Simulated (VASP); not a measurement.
Wanted: the native input for a VASP 6.6.1 run.

| Quantity | Value |
| --- | --- |
| Task | single point |
| Functional | PBEsol |
| Potentials or basis | VASP PAW PBE potentials, release 64 (Ir) |
| Cutoff | 520 eV |
| k mesh | 18 × 18 × 12 |
| Occupations | gaussian, width 0.15 eV |
| Spin | no spin polarisation |
| Dipole correction | no |
| Further INCAR settings | ALGO = Fast; EDIFF = 1e-06; NBANDS = 16 |

The structure of Ir lies in POSCAR:

```
Ir
1.0
    2.7513778946      0.0257253833      0.0000000000
   -1.3534101118      2.3699004605      0.0000000000
    0.0000000000      0.0000000000      4.4622900000
Ir
2
Direct
    0.6666666667      0.3333333333      0.7500000000
    0.3333333333      0.6666666667      0.2500000000
```

This cell differs from its parent crystal: strain +0.0187 x Voigt [0, 0, 0, 0, 0, 1].

The input as run:

INCAR

```
SYSTEM = Ir
PREC = Accurate
ENCUT = 520
EDIFF = 1E-6
ISMEAR = 0
SIGMA = 0.15
LREAL = .False.
LASPH = .True.
NELM = 60
ALGO = Fast
ISIF = 2
LWAVE = .False.
LCHARG = .False.
GGA = PS
NBANDS = 16
```

KPOINTS

```
regular mesh
0
Gamma
  18 18 12
  0 0 0
```

Potentials or basis: VASP PAW PBE potentials, release 64 (Ir).

Command:

```console
$ cat potpaw_PBE.64/Ir/POTCAR > POTCAR
$ mpirun -np 1 vasp_std > vasp.out
```

It gave:

```json
{
  "Pressure": "-11.6 GPa",
  "Largest force": "0.023 eV/Å",
  "Band gap on the k mesh": "zero (band 9 reaches 10.75 eV, above the bottom of band 10 at 7.43 eV)"
}
```

Caveat: the cell differs from its parent crystal (strain +0.0187 x Voigt [0, 0, 0, 0, 0, 1]); the PAW data sets were made with another functional, which shifts forces and pressure a little; spin-orbit coupling is left out, which moves the levels of the heavy elements.

It took 7 min on 1 thread of Intel Xeon 6975P-C (shared host), peak memory 0.53 GiB.
